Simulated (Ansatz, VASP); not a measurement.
One calculation of Al, two programs

```
Al
1.0
     2.82220    0.00000    0.00000
    -1.41110    2.44410    0.00000
     0.00000    0.00000    9.26206
Al
4
Direct
  0.00000 0.00000 0.04319
  0.33333 0.66667 0.25000
  0.00000 0.00000 0.50000
  0.66667 0.33333 0.75000
```

Alike in both runs: task single point; functional r2SCAN; k mesh 18 × 18 × 6; occupations gaussian, width 0.15 eV; no spin polarisation.

|  | VASP | Ansatz |
| --- | --- | --- |
| version | VASP 6.6.1 | Ansatz 0.2.0 |
| potentials or method | VASP PAW PBE potentials, release 64 (Al), cutoff 520 eV | scalar-relativistic, plane waves, PAW |
| valence electrons in the cell | 12 | 12 |

Ansatz gave:

| Quantity | Value |
| --- | --- |
| gap on the k mesh at the Fermi level (eV) | none |
| pressure (GPa) | 3.9 |
| traceless stress, the component that is largest in VASP (GPa) | 2.50 |
| rms of the force components (eV/Å) | 1.014 |

What did VASP give for the same quantities?

gap on the k mesh at the Fermi level (eV): none; pressure (GPa): 3.6; traceless stress, the component that is largest in VASP (GPa): 2.52; rms of the force components (eV/Å): 1.011.

VASP's potentials were made for PBE, not for r2SCAN. Atom by atom the forces differ by 0.004 eV/Å (rms over components). A gap of «none» marks a metal or a gap that the smearing closes.
